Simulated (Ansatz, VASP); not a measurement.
## Two plane-wave programs on Al2Cu

```xyz
3
Lattice="4.0842 0.0000 0.0000 0.0000 4.0842 0.0000 0.0000 0.0000 2.8459" Properties=species:S:1:pos:R:3 pbc="T T T"
Al    2.0624    0.0319    1.4229
Al   -0.2967    1.9061    1.4229
Cu    0.1173    0.0442    0.0000
```

Change from the starting cell: mode 4 frozen in at -0.297 Å and mode 9 at -0.136 Å (largest displacements).

Alike in both runs: task single point; functional PBEsol; k mesh 10 × 10 × 14; occupations gaussian, width 0.15 eV; no spin polarisation.

|  | VASP | Ansatz |
| --- | --- | --- |
| version | VASP 6.6.1 | Ansatz 0.2.0 |
| potentials or method | VASP PAW PBE potentials, release 64 (Al, Cu), cutoff 520 eV | scalar-relativistic, plane waves, PAW |
| valence electrons in the cell | 17 | 25 |

VASP gave:

| Property | Result |
| --- | --- |
| gap on the k mesh at the Fermi level (eV) | none |
| pressure (GPa) | 2.5 |
| traceless stress, the component that is largest in VASP (GPa) | 1.70 |
| rms of the force components (eV/Å) | 0.806 |

**Question.** What did Ansatz give for the same quantities?

**Answer.** gap on the k mesh at the Fermi level (eV): none; pressure (GPa): 2.9; traceless stress, the component that is largest in VASP (GPa): 1.70; rms of the force components (eV/Å): 0.803.

VASP's potentials were made for PBE, not for PBEsol, and Ansatz warns of the same on its side. Atom by atom the forces differ by 0.005 eV/Å (rms over components). A gap of «none» marks a metal or a gap that the smearing closes. The functional is the same, so the differences come from potentials, cutoffs and numerics. VASP's potentials hold 17 valence electrons a cell and Ansatz's 25, so a difference there can come from the potentials and not from the codes.
